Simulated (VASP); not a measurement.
# Sr (P6_3/mmc) in VASP: a series of runs, part 2 of 2

VASP 6.6.1.

## (5) Single point, r2SCAN

This run uses another cell than the first one, of the same volume but with other edges.

Input file POSCAR:

```
Sr
1.0
    4.4314720717      0.0000000000      0.0000000000
   -2.2157360359      3.8377673903      0.0000000000
    0.0000000000      0.0000000000      6.6687996254
Sr
2
Direct
    0.3333333333      0.6666666667      0.2500000000
    0.6666666667      0.3333333333      0.7500000000
```

Input file INCAR.step1:

```
PREC = Accurate ; ENCUT = 520
ISMEAR = 0 ; SIGMA = 0.15
LREAL = False ; LASPH = True
NELM = 80 ; NBANDS = 17
GGA = PE ; ALGO = Normal
EDIFF = 1E-4 ; LWAVE = True
LCHARG = False
```

Input file INCAR.step2:

```
PREC = Accurate ; ENCUT = 520
EDIFF = 1E-6 ; ISMEAR = 0
SIGMA = 0.15 ; LREAL = False
LASPH = True ; NELM = 80
ALGO = Normal ; ISIF = 2
LWAVE = False ; LCHARG = False
METAGGA = R2SCAN ; LMIXTAU = True
NBANDS = 17 ; ISTART = 1
```

Input file KPOINTS:

```
regular mesh
0
Gamma
  12 12 8
```

Potentials or basis: VASP PAW PBE potentials, release 64 (Sr_sv).

Command:

```console
$ cat potpaw_PBE.64/Sr_sv/POTCAR > POTCAR
$ cp INCAR.step1 INCAR
$ mpirun -np 1 vasp_std > vasp.out
$ cp INCAR.step2 INCAR
$ mpirun -np 1 vasp_std > vasp.out
```

OUTCAR:

```text
PREC = Accurate
   ENCUT = 520
   EDIFF = 1E-6
   ISMEAR = 0
   LREAL = False
   LASPH = True
   NELM = 80
   ISIF = 2
   METAGGA = R2SCAN
   ISTART = 1

 ion  position               nearest neighbor table
   1  0.333  0.667  0.250-   2 4.20   2 4.20   2 4.20   2 4.20   2 4.20   2 4.20
   2  0.667  0.333  0.750-   1 4.20   1 4.20   1 4.20   1 4.20   1 4.20   1 4.20

  LATTYP: Found a hexagonal cell.
 ALAT       =     4.4314720717
 C/A-ratio  =     1.5048723127

  Lattice vectors:

 A1 = (   4.4314720717,   0.0000000000,   0.0000000000)
 A2 = (  -2.2157360359,   3.8377673903,   0.0000000000)
 A3 = (   0.0000000000,   0.0000000000,   6.6687996254)

Analysis of symmetry for initial positions (statically):
=====================================================================
 Subroutine PRICEL returns:
 Original cell was already a primitive cell.

 Routine SETGRP: Setting up the symmetry group for a
 hexagonal supercell.

 Subroutine GETGRP returns: Found 24 space group operations
 (whereof 12 operations were pure point group operations)
 out of a pool of 24 trial point group operations.
[... 159 lines left out ...]
  ---------------------------------------------------
  ext. energy  EPLUGINS =         0.00000000
  ---------------------------------------------------
  free energy    TOTEN  =       -30.16461568 eV

  energy without entropy =      -30.13684033  energy(sigma->0) =      -30.15072801

 E-fermi :   1.5458     XC(G=0):  -7.6979

 val. band max:        1.5205934280   @ k =   0.1667   0.1667   0.0000
 cond. band min:       1.5503345727   @ k =   0.3333   0.3333   0.3750
 fundamental gap:      0.0297411446
 Fermi energy:         1.5457693222

 k-point     1 :       0.0000    0.0000    0.0000
  band No.  band energies     occupation
      1     -36.5760      2.00000
      2     -36.5573      2.00000
      3     -18.0582      2.00000
      4     -17.8767      2.00000
      5     -17.8767      2.00000
      6     -17.8381      2.00000
[... 457 lines left out ...]
      4     -17.9478      2.00000
      5     -17.9280      2.00000
      6     -17.9028      2.00000
[... 9 lines left out ...]
     16       5.2038      0.00000
     17       5.7169      0.00000

 [... further k-points ...]
[... 5 lines left out ...]
  --------------------------------------------------------------------------------------
  -------------------------------------------------------------------------------------
  Total       -0.2671762     -0.2671762      0.9255326      0.0000000      0.0000000      0.0000000
  in kB       -3.7742796     -3.7742796     13.0745869      0.0000000      0.0000000      0.0000000
  external PRESSURE =       1.8420092 kB  Pullay stress =       0.0000000 kB

 VOLUME and BASIS-vectors are now :
 -----------------------------------------------------------------------------
  energy-cutoff  :      520.00
  volume of cell :      113.42
      direct lattice vectors                 reciprocal lattice vectors
     4.431472072  0.000000000  0.000000000     0.225658649  0.130284082  0.000000000
    -2.215736036  3.837767390  0.000000000     0.000000000  0.260568163  0.000000000
     0.000000000  0.000000000  6.668799625     0.000000000  0.000000000  0.149952024

 POSITION                                       TOTAL-FORCE (eV/Angst)
 -----------------------------------------------------------------------------------
     -0.00000      2.55851      1.66720        -0.000000      0.000000      0.000000
      2.21574      1.27926      5.00160         0.000000     -0.000000      0.000000
 -----------------------------------------------------------------------------------
    total drift:                                0.000000     -0.000000      0.000000

  FREE ENERGIE OF THE ION-ELECTRON SYSTEM (eV)
  ---------------------------------------------------
  free  energy   TOTEN  =       -30.1646156817 eV

  energy  without entropy=      -30.1368403291  energy(sigma->0) =      -30.15072801
```

OUTCAR.step1:

```text
PREC = Accurate
   ENCUT = 520
   ISMEAR = 0
   LREAL = False
   LASPH = True
[... 705 lines left out ...]
     -0.00000      2.55851      1.66720        -0.000000     -0.000000      0.000000
      2.21574      1.27926      5.00160         0.000000      0.000000      0.000000
 -----------------------------------------------------------------------------------
    total drift:                                0.000000     -0.000000      0.000000

  FREE ENERGIE OF THE ION-ELECTRON SYSTEM (eV)
  ---------------------------------------------------
  free  energy   TOTEN  =        -3.2476748253 eV

  energy  without entropy=       -3.2203670055  energy(sigma->0) =       -3.23402092
```

Run time: 5.9 min. Hardware: 1 thread of Intel Xeon 6975P-C (Granite Rapids), shared host; peak memory 0.36 GiB.

Results:

- Free energy: -30.1646 eV
- Pressure: 0.2 GPa
- Band gap on the k mesh: zero (bands 10 and 11 overlap by 0.47 eV)

Stress tensor (GPa, compression positive):
```
-0.38  0.00  0.00
 0.00 -0.38  0.00
 0.00  0.00  1.31
```

Levels at points of the mesh, in eV from the Fermi level:
```tsv
k point	band 8	band 9	band 10	band 11	band 12	band 13
(0.00, 0.00, 0.00)	-19.38	-3.84	-0.89	0.24	2.42	2.42
(0.50, 0.00, 0.00)	-19.40	-1.26	-0.76	0.21	0.23	1.57
(0.00, 0.00, 0.50)	-19.40	-2.75	-2.75	1.71	1.71	2.35
(0.50, 0.00, 0.50)	-19.43	-0.80	-0.80	0.09	0.09	1.61
```

Caveat: the PAW data sets were made with another functional, which shifts forces and pressure a little.

## (6) Single point, r2SCAN

This run uses another cell than the first one, of the same volume but with other edges.

Input file POSCAR:

```
Sr
1.0
    4.1752235233      0.0000000000      0.0000000000
   -2.0876117617      3.6158496376      0.0000000000
    0.0000000000      0.0000000000      7.5124957692
Sr
2
Direct
    0.3333333333      0.6666666667      0.2500000000
    0.6666666667      0.3333333333      0.7500000000
```

Input file INCAR.step1:

```
SYSTEM = Sr
PREC     = Accurate       ! precision mode
ENCUT    = 520            ! plane-wave cutoff, eV
ISMEAR   = 0              ! smearing method
SIGMA    = 0.15           ! smearing width, eV
LREAL    = .FALSE.        ! projectors in reciprocal space
LASPH    = .TRUE.         ! aspherical terms in the spheres
NELM     = 80             ! most SCF steps
NBANDS   = 17             ! bands
GGA      = PE             ! functional
ALGO     = Normal         ! electronic algorithm
EDIFF    = 1E-4           ! SCF threshold, eV
LWAVE    = .TRUE.         ! write WAVECAR
LCHARG   = .FALSE.        ! write CHGCAR
```

Input file INCAR.step2:

```
SYSTEM = Sr
PREC     = Accurate       ! precision mode
ENCUT    = 520            ! plane-wave cutoff, eV
EDIFF    = 1E-6           ! SCF threshold, eV
ISMEAR   = 0              ! smearing method
SIGMA    = 0.15           ! smearing width, eV
LREAL    = .FALSE.        ! projectors in reciprocal space
LASPH    = .TRUE.         ! aspherical terms in the spheres
NELM     = 80             ! most SCF steps
ALGO     = Normal         ! electronic algorithm
ISIF     = 2              ! what is computed and relaxed
LWAVE    = .FALSE.        ! write WAVECAR
LCHARG   = .TRUE.         ! write CHGCAR
METAGGA  = R2SCAN         ! meta-GGA
LMIXTAU  = .TRUE.       
LELF     = .TRUE.         ! ELF
LVHAR    = .TRUE.       
NBANDS   = 17             ! bands
ISTART   = 1
```

Input file KPOINTS:

```
Automatic mesh
0
G
  12 12 8
  0 0 0
```

Potentials or basis: VASP PAW PBE potentials, release 64 (Sr_sv).

Command:

```console
$ cat potpaw_PBE.64/Sr_sv/POTCAR > POTCAR
$ cp INCAR.step1 INCAR
$ mpirun -np 1 vasp_std > vasp.out
$ cp INCAR.step2 INCAR
$ mpirun -np 1 vasp_std > vasp.out
```

OUTCAR:

```text
SYSTEM = Sr
   PREC = Accurate
   ENCUT = 520
   EDIFF = 1E-6
   ISMEAR = 0
   LREAL = .FALSE.
   LASPH = .TRUE.
   NELM = 80
   ISIF = 2
   METAGGA = R2SCAN
   ISTART = 1

 ion  position               nearest neighbor table
   1  0.333  0.667  0.250-   2 4.46   2 4.46   2 4.46   2 4.46   2 4.46   2 4.46
   2  0.667  0.333  0.750-   1 4.46   1 4.46   1 4.46   1 4.46   1 4.46   1 4.46

  LATTYP: Found a hexagonal cell.
 ALAT       =     4.1752235233
 C/A-ratio  =     1.7993038522

  Lattice vectors:

 A1 = (   4.1752235233,   0.0000000000,   0.0000000000)
 A2 = (  -2.0876117617,   3.6158496376,   0.0000000000)
 A3 = (   0.0000000000,   0.0000000000,   7.5124957692)

Analysis of symmetry for initial positions (statically):
=====================================================================
 Subroutine PRICEL returns:
 Original cell was already a primitive cell.

 Routine SETGRP: Setting up the symmetry group for a
 hexagonal supercell.

 Subroutine GETGRP returns: Found 24 space group operations
 (whereof 12 operations were pure point group operations)
 out of a pool of 24 trial point group operations.

The static configuration has the point symmetry D_3d.
 The point group associated with its full space group is D_6h.

Analysis of symmetry for dynamics (positions and initial velocities):
=====================================================================
 Subroutine PRICEL returns:
 Original cell was already a primitive cell.

 Routine SETGRP: Setting up the symmetry group for a
 hexagonal supercell.

 Subroutine GETGRP returns: Found 24 space group operations
 (whereof 12 operations were pure point group operations)
 out of a pool of 24 trial point group operations.

The dynamic configuration has the point symmetry D_3d.
 The point group associated with its full space group is D_6h.

 Subroutine INISYM returns: Found 24 space group operations
 (whereof 12 operations are pure point group operations),
 and found     1 'primitive' translations

----------------------------------------------------------------------------------------

                                     Primitive cell

  volume of cell :     113.4160

  direct lattice vectors                    reciprocal lattice vectors
     4.175223523  0.000000000  0.000000000     0.239508135  0.138280086  0.000000000
    -2.087611762  3.615849638  0.000000000     0.000000000  0.276560173  0.000000000
     0.000000000  0.000000000  7.512495769     0.000000000  0.000000000  0.133111556

  length of vectors
     4.175223523  4.175223523  7.512495769     0.276560173  0.276560173  0.133111556

  position of ions in fractional coordinates (direct lattice)
     0.333333333  0.666666667  0.250000000
     0.666666667  0.333333333  0.750000000

  ion indices of the primitive-cell ions
   primitive index   ion index
                 1           1
                 2           2

----------------------------------------------------------------------------------------

 KPOINTS: Automatic mesh

Automatic generation of k-mesh.
 Grid dimensions read from file:
 generate k-points for:   12   12    8

 Generating k-lattice:

  Cartesian coordinates                     Fractional coordinates (reciprocal lattice)
     0.019959011  0.011523341  0.000000000     0.083333333  0.000000000  0.000000000
     0.000000000  0.023046681  0.000000000     0.000000000  0.083333333  0.000000000
     0.000000000  0.000000000  0.016638944     0.000000000  0.000000000  0.125000000

  Length of vectors
     0.023046681  0.023046681  0.016638944

  Shift w.r.t. Gamma in fractional coordinates (k-lattice)
     0.000000000  0.000000000  0.000000000

 Subroutine IBZKPT returns following result:
 ===========================================

 Found     95 irreducible k-points:

 Following reciprocal coordinates:
            Coordinates               Weight
  0.000000  0.000000  0.000000      1.000000
  0.083333  0.000000  0.000000      6.000000
  0.166667  0.000000  0.000000      6.000000
  0.250000  0.000000  0.000000      6.000000
  0.333333  0.000000  0.000000      6.000000
  0.416667  0.000000  0.000000      6.000000
[... 16 lines left out ...]
  0.250000  0.000000  0.125000     12.000000
  0.333333  0.000000  0.125000     12.000000
 [... further k-points ...]
   k-points           NKPTS =     95   k-points in BZ     NKDIM =     95   number of bands    NBANDS=     17
   number of dos      NEDOS =    301   number of ions     NIONS =      2
   total plane-waves  NPLWV =  57344
   dimension x,y,z NGX =    32 NGY =   32 NGZ =   56
   dimension x,y,z NGXF=    64 NGYF=   64 NGZF=  112
   ions per type =               2
   NGX,Y,Z   is equivalent  to a cutoff of  12.74, 12.74, 12.39 a.u.
   NGXF,Y,Z  is equivalent  to a cutoff of  25.48, 25.48, 24.78 a.u.
 SYSTEM =  Sr
   PREC   = accura    normal or accurate (medium, high low for compatibility)
   ISTART =      1    job   : 0-new  1-cont  2-samecut
   ICHARG =      0    charge: 1-file 2-atom 10-const
   ISPIN  =      1    spin polarized calculation?
   LNONCOLLINEAR =      F non collinear calculations
   LSORBIT =      F    spin-orbit coupling
   LASPH  =      T    aspherical Exc in radial PAW
   ENCUT  =  520.0 eV  38.22 Ry    6.18 a.u.   7.76  7.76 13.97*2*pi/ulx,y,z
   NELM   =     80;   NELMIN=  2; NELMDL=  0     # of ELM steps
   EDIFF  = 0.1E-05   stopping-criterion for ELM
   LREAL  =      F    real-space projection
   EDIFFG = 0.1E-04   stopping-criterion for IOM
   NSW    =      0    number of steps for IOM
   IBRION =     -1    ionic relax: 0-MD 1-quasi-New 2-CG
   NFREE  =      0    steps in history (QN), initial steepest desc. (CG)
   ISIF   =      2    stress and relaxation
   ISYM   =      2    0-nonsym 1-usesym 2-fastsym
   POTIM  = 0.5000    time-step for ionic-motion
   TEBEG  =    0.0;   TEEND  =   0.0 temperature during run
   PSTRESS=    0.0 pullay stress
   NELECT =      20.0000    total number of electrons
   NUPDOWN=      -1.0000    fix difference up-down
   EMIN   =  10.00;   EMAX   =-10.00  energy-range for DOS
   EFERMI =   0.00;   METHOD = LEGACY
   ISMEAR =     0;   SIGMA  =   0.15  broadening in eV -4-tet -1-fermi 0-gaus
   EFERMI_NEDOS =   21; number of points for ismear=-14 and -15
   IALGO  =     38    algorithm
   IMIX   =      4    mixing-type and parameters
     AMIX     =   0.40;   BMIX     =  1.00
     AMIX_MAG =   1.60;   BMIX_MAG =  1.00
  volume/ion in A,a.u.               =      56.71       382.68
  Fermi-wavevector in a.u.,A,eV,Ry     =   0.918037  1.734838 11.466873  0.842791
  Thomas-Fermi vector in A             =   2.043073
   LORBIT       =      0    0 simple, 1 ext, 2 COOP (PROOUT), +10 PAW based schemes
   METAGGA = R2SCAN    functional components
   LHFCALC =     F    Hartree Fock is set to
   AEXX    =    0.0000 exact exchange contribution
   IVDW    =     0    specifies the selected vdW correction
   LEPSILON=     F    determine dielectric tensor
   LRPA    =     F    only Hartree local field effects (RPA)
 non-spin polarized calculation
 Gauss-broadening in eV      SIGMA  =   0.15
  energy-cutoff  :      520.00
  volume of cell :      113.42
 maximum number of plane-waves:      3078
 NGX is ok and might be reduce to    32

 number of electron      19.9999999 magnetization

 Free energy of the ion-electron system (eV)
  ---------------------------------------------------
  ext. energy  EPLUGINS =         0.00000000
  ---------------------------------------------------
  free energy    TOTEN  =       -30.15751208 eV

  energy without entropy =      -30.13357188  energy(sigma->0) =      -30.14554198

 E-fermi :   1.5035     XC(G=0):  -7.6955

 val. band max:        1.4923683944   @ k =   0.3333   0.3333   0.0000
 cond. band min:       1.5083911908   @ k =   0.4167   0.0000   0.0000
 fundamental gap:      0.0160227964
 Fermi energy:         1.5035123587

 k-point     1 :       0.0000    0.0000    0.0000
  band No.  band energies     occupation
      1     -36.5931      2.00000
      2     -36.5849      2.00000
      3     -17.9923      2.00000
      4     -17.8681      2.00000
      5     -17.8680      2.00000
      6     -17.8542      2.00000
[... 9 lines left out ...]
     16       4.5209      0.00000
     17       5.4661      0.00000
[... 441 lines left out ...]
 k-point    24 :       0.3333    0.0000    0.1250
  band No.  band energies     occupation
      1     -36.5810      2.00000
      2     -36.5767      2.00000
      3     -18.0150      2.00000
      4     -17.9995      2.00000
      5     -17.9366      2.00000
      6     -17.9054      2.00000
[... 9 lines left out ...]
     16       4.9711      0.00000
     17       5.6851      0.00000

 [... further k-points ...]
[... 5 lines left out ...]
  --------------------------------------------------------------------------------------
  -------------------------------------------------------------------------------------
  Total        0.6322221      0.6322221     -1.0121314     -0.0000000      0.0000000      0.0000000
  in kB        8.9311196      8.9311196    -14.2979297     -0.0000000      0.0000000      0.0000000
  external PRESSURE =       1.1881032 kB  Pullay stress =       0.0000000 kB

 VOLUME and BASIS-vectors are now :
 -----------------------------------------------------------------------------
  energy-cutoff  :      520.00
  volume of cell :      113.42
      direct lattice vectors                 reciprocal lattice vectors
     4.175223523  0.000000000  0.000000000     0.239508135  0.138280086  0.000000000
    -2.087611762  3.615849638  0.000000000     0.000000000  0.276560173  0.000000000
     0.000000000  0.000000000  7.512495769     0.000000000  0.000000000  0.133111556

 POSITION                                       TOTAL-FORCE (eV/Angst)
 -----------------------------------------------------------------------------------
     -0.00000      2.41057      1.87812         0.000000     -0.000000      0.000000
      2.08761      1.20528      5.63437        -0.000000      0.000000     -0.000000
 -----------------------------------------------------------------------------------
    total drift:                               -0.000000      0.000000     -0.000000

  FREE ENERGIE OF THE ION-ELECTRON SYSTEM (eV)
  ---------------------------------------------------
  free  energy   TOTEN  =       -30.1575120837 eV

  energy  without entropy=      -30.1335718812  energy(sigma->0) =      -30.14554198
```

Run time: 4.6 min. Hardware: 1 thread of Intel Xeon 6975P-C (Granite Rapids), shared host; peak memory 0.34 GiB.

Results:

| Item | Value |
| --- | --- |
| Free energy | -30.1575 eV |
| Pressure | 0.1 GPa |
| Band gap on the k mesh | zero (bands 10 and 11 overlap by 0.72 eV) |

Stress tensor (GPa, compression positive):
```
 0.89  0.00  0.00
 0.00  0.89  0.00
 0.00  0.00 -1.43
```

Caveat: the PAW data sets were made with another functional, which shifts forces and pressure a little.

## (7) The runs side by side

```csv
cell,gap on the mesh (eV),pressure (GPa)
"a = 3.949, b = 3.949, c = 8.398 Å, angles 90.0, 90.0, 120.0°, 2 atoms",none,0.9
"a = 4.550, b = 4.550, c = 6.326 Å, angles 90.0, 90.0, 120.0°, 2 atoms",none,0.3
"a = 4.056, b = 4.056, c = 7.961 Å, angles 90.0, 90.0, 120.0°, 2 atoms",none,0.4
"a = 4.431, b = 4.431, c = 6.669 Å, angles 90.0, 90.0, 120.0°, 2 atoms",none,0.2
"a = 4.175, b = 4.175, c = 7.512 Å, angles 90.0, 90.0, 120.0°, 2 atoms",none,0.1
```

Alike in all rows: task single point; level r2SCAN; potentials or basis VASP PAW PBE potentials, release 64 (Sr_sv); no spin polarisation; k mesh 12 × 12 × 8; cutoff (eV) 520; smearing gaussian 0.15 eV.

Caveats: the PAW data sets were made with another functional, which shifts forces and pressure a little; the stress differs along the axes, from -4 to 3 GPa (at least some runs); the stress differs along the axes, from -3 to 2 GPa (at least some runs).

Absolute energies hang on the potentials; compare differences alone.

The gap in the log of VASP goes by the Fermi energy; the results here count the filled bands.